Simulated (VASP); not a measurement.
Wanted: the native input for a VASP 6.6.1 run.

| Property | Result |
| --- | --- |
| Task | single point |
| Functional | PBE |
| Potentials or basis | VASP PAW PBE potentials, release 64 (Ni, Cl) |
| Cutoff | 520 eV |
| k mesh | 2 × 2 × 2 |
| Occupations | gaussian, width 0.15 eV |
| Spin | collinear spin, ferromagnetic start |
| Starting moments | [2.0, 2.0, 0.0, 0.0, 0.0, 0.0, 0.0, 0.0, 0.0, 0.0] μB |
| Dipole correction | no |
| Further INCAR settings | ALGO = Normal; EDIFF = 1e-06; NBANDS = 53 |

The structure of NiCl4 lies in POSCAR:

```
NiCl4
1.0
    7.4665873991      0.0000000000      0.0000000000
   -3.7332936996      6.4662543672      0.0000000000
    0.0000000000      0.0000000000      6.4547140797
Ni Cl
2 8
Direct
    0.0000000000      0.0000000000      0.8314797237
    0.0000000000      0.0000000000      0.1685202763
    0.1968625212      0.8031374788      0.0000000000
    0.1968625212      0.3937250424      0.0000000000
    0.6062749576      0.8031374788      0.0000000000
    0.8031374788      0.1968625212      0.0000000000
    0.8031374788      0.6062749576      0.0000000000
    0.3937250424      0.1968625212      0.0000000000
    0.3333333333      0.6666666667      0.5000000000
    0.6666666667      0.3333333333      0.5000000000
```

These files were run (other wordings do the same):

INCAR

```
SYSTEM = NiCl4
PREC     = Accurate       ! precision mode
ENCUT    = 520            ! plane-wave cutoff, eV
EDIFF    = 1E-6           ! SCF threshold, eV
ISMEAR   = 0              ! smearing method
SIGMA    = 0.15           ! smearing width, eV
LREAL    = .FALSE.        ! projectors in reciprocal space
LASPH    = .TRUE.         ! aspherical terms in the spheres
NELM     = 150            ! most SCF steps
ALGO     = Normal         ! electronic algorithm
ISIF     = 2              ! what is computed and relaxed
LWAVE    = .FALSE.        ! write WAVECAR
LCHARG   = .TRUE.         ! write CHGCAR
ISPIN    = 2              ! spin polarisation
MAGMOM   = 2 2 0 0 0 0 0 0 0 0 ! initial moments
LORBIT   = 11             ! projections on sites
LMAXMIX  = 4              ! l up to which the mixer works
GGA      = PE             ! functional
LELF     = .TRUE.         ! ELF
LVHAR    = .TRUE.       
NBANDS   = 53             ! bands
```

KPOINTS

```
Automatic mesh
0
G
  2 2 2
  0 0 0
```

Potentials or basis: VASP PAW PBE potentials, release 64 (Ni, Cl).

Command:

```bash
$ cat potpaw_PBE.64/Ni/POTCAR potpaw_PBE.64/Cl/POTCAR > POTCAR
$ mpirun -np 1 vasp_std > vasp.out
```

Results of the run:

```json
{"Pressure": "0.3 GPa", "Largest force": "0.039 eV/Å", "Band gap on the k mesh": "zero (filled and empty bands touch)", "Net moment": "6.00 μB per cell", "Site moments": "Ni +1.08; Cl +0.35, +0.47 μB", "Valence electrons inside the program's atomic spheres": "Ni 8.79; Cl 4.95, 4.98"}
```

Caveat: the k points lie up to 0.49 Å⁻¹ apart; semilocal functionals often make such compounds metallic where correlation or magnetic order opens a gap, which also shifts bond lengths.

Run time: 2.4 min on 1 thread of Intel(R) Xeon(R) 6975P-C (Granite Rapids), with other jobs on the host, peak memory 0.55 GiB.
